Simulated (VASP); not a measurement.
BN:

```xyz
2
Lattice="0.0000 1.8048 1.8048 1.8048 0.0000 1.8048 1.8048 1.8048 0.0000" Properties=species:S:1:pos:R:3 pbc="T T T"
B     0.1408   -0.0309    0.0414
N     2.5664    2.7381    2.6659
```

This cell differs from its parent crystal: atom 1 moved 0.30 Å.

- Program: VASP 6.6.1
- Task: relaxation of cell and atoms
- Functional: r2SCAN
- Potentials or basis: VASP PAW PBE potentials, release 64 (B, N)
- Cutoff: 600 eV
- k mesh: 10 × 10 × 10
- Occupations: gaussian, width 0.05 eV
- Spin: no spin polarisation

At the start: pressure 31.0 GPa; volume 5.88 Å³/atom.

Problem. How do energy, volume and symmetry change on relaxing?

Solution. Over 17 steps the energy falls by 588.9 meV/atom and the volume is 5.90 Å³/atom (+0.3 %); space group F-43m (No. 216, to 0.05 Å).

Step by step:
```tsv
step	energy change (eV)	largest force (eV/Å)	pressure (GPa)	volume (Å³)
1	0.0000	8.5212	30.99	11.76
2	-0.3168	1.6095	-17.74	13.78
3	-0.4285	1.3410	-14.84	13.52
4	-0.4864	1.5281	-13.68	13.35
5	-0.8646	3.5410	-12.56	12.54
6	-0.9178	3.4939	-5.26	12.15
7	-0.9381	3.5346	-10.13	12.33
8	-0.9426	3.5042	-9.14	12.28
9	-0.7231	4.1495	4.28	12.05
10	-1.1448	0.7311	-11.47	12.19
11	-1.1716	0.4004	5.85	11.63
12	-1.1772	0.0678	0.38	11.78
13	-1.1772	0.0730	0.65	11.77
14	-1.1777	0.0527	0.27	11.79
15	-1.1777	0.0328	0.36	11.78
16	-1.1778	0.0174	-0.16	11.80
17	-1.1778	0.0029	0.00	11.79
```

Final structure:
```
CELL_PARAMETERS angstrom
-0.00001 1.80687 1.80685
1.80629 0.00002 1.80684
1.80639 1.80680 0.00005
ATOMIC_POSITIONS crystal
B 0.00002 0.99998 0.00000
N 0.74998 0.75002 0.75000
```

Caveat: the cell differs from its parent crystal (atom 1 moved 0.30 Å); the PAW data sets were made with another functional, which shifts forces and pressure a little.
